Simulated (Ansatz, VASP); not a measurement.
**CoO: VASP beside Ansatz**

```
Co O
1.0
     0.00000    2.13150    2.19544
     2.13150    0.00000    2.19544
     2.13150    2.13150    0.00000
Co O
1 1
Direct
  0.00000 0.00000 0.00000
  0.50000 0.50000 0.50000
```

Change from the starting cell: zz strain of +3 %.

Alike in both runs: task single point; functional PBEsol; k mesh 16 × 16 × 16; occupations fermi-dirac, width 0.05 eV; collinear spin.

```csv
,VASP,Ansatz
version,VASP 6.6.1,Ansatz 0.2.0
potentials or method,"VASP PAW PBE potentials, release 64 (Co, O), cutoff 600 eV","all-electron LAPW, scalar-relativistic"
```

VASP gave:

```
pressure (GPa)                                                : -15.9
traceless stress, the component that is largest in VASP (GPa) : -0.15
net moment per atom (μB)                                      : 1.48
size of the moment on the site where the two differ most (μB) : 2.59
```

Estimate Ansatz's values.

pressure (GPa): -15.0; traceless stress, the component that is largest in VASP (GPa): -0.20; net moment per atom (μB): 1.49; size of the moment on the site where the two differ most (μB): 2.61.

VASP's potentials were made for PBE, not for PBEsol. Site moments also hang on the region over which each program counts them. Ansatz ran all-electron here, and VASP with PAW potentials.
